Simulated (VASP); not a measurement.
Set up this calculation in VASP 6.6.1, as the native input.

```yaml
Task: relaxation of the atoms
Functional: PBE
Dispersion: D3(BJ)
Potentials_or_basis: VASP PAW PBE potentials, release 64 (Si)
Cutoff: 520 eV
k_mesh: 2 × 2 × 2
Occupations: gaussian, width 0.02 eV
Spin: no spin polarisation
Dipole_correction: no
Further_INCAR_settings: LREAL = Auto; ALGO = Normal; EDIFF = 1e-07; IBRION = 2; EDIFFG = -0.03; NSW = 80
```

The structure of Si (a cell with a defect) lies in POSCAR:

```
Si
1.0
    0.0000000000      5.4300000000      5.4300000000
    5.4300000000      0.0000000000      5.4300000000
    5.4300000000      5.4300000000      0.0000000000
Si
17
Direct
    0.0000000000      0.0000000000      0.0000000000
    0.1250000000      0.1250000000      0.1250000000
    0.0000000000      0.0000000000      0.5000000000
    0.1250000000      0.1250000000      0.6250000000
    0.0000000000      0.5000000000      0.0000000000
    0.1250000000      0.6250000000      0.1250000000
    0.0000000000      0.5000000000      0.5000000000
    0.1250000000      0.6250000000      0.6250000000
    0.5000000000      0.0000000000      0.0000000000
    0.6250000000      0.1250000000      0.1250000000
    0.5000000000      0.0000000000      0.5000000000
    0.6250000000      0.1250000000      0.6250000000
    0.5000000000      0.5000000000      0.0000000000
    0.6250000000      0.6250000000      0.1250000000
    0.5000000000      0.5000000000      0.5000000000
    0.6250000000      0.6250000000      0.6250000000
    0.8793216700      0.3756649600      0.3702809500
```

These files were run (other wordings do the same):

INCAR

```
SYSTEM = Si
  ALGO = Normal
  EDIFF = 1E-7
  EDIFFG = -0.03
  ENCUT = 520
  GGA = PE
  IBRION = 2
  ISIF = 2
  ISMEAR = 0
  IVDW = 12
  LASPH = .TRUE.
  LCHARG = .FALSE.
  LREAL = Auto
  LWAVE = .FALSE.
  NELM = 100
  NSW = 80
  PREC = Accurate
  SIGMA = 0.02
```

KPOINTS

```
k-points
0
G
  2 2 2
  0 0 0
```

Potentials or basis: VASP PAW PBE potentials, release 64 (Si).

Run with:

```sh
$ cat potpaw_PBE.64/Si/POTCAR > POTCAR
$ mpirun -np 1 vasp_std > vasp.out
```

Results of the run:

```
Energy gained by relaxing    : 7.2 meV/atom
Ionic steps                  : 6
Pressure after relaxing      : 2.4 GPa
Largest force after relaxing : 0.024 eV/Å
Band gap on the k mesh       : zero (bands 34 and 35 overlap by 0.25 eV)
Dispersion energy per atom   : -0.332 eV
```

Caveat: the k points lie up to 0.50 Å⁻¹ apart.

Wall time 14 min on 1 thread of Oxide Virtual Turin-like Processor (shared host), peak memory 0.51 GiB.
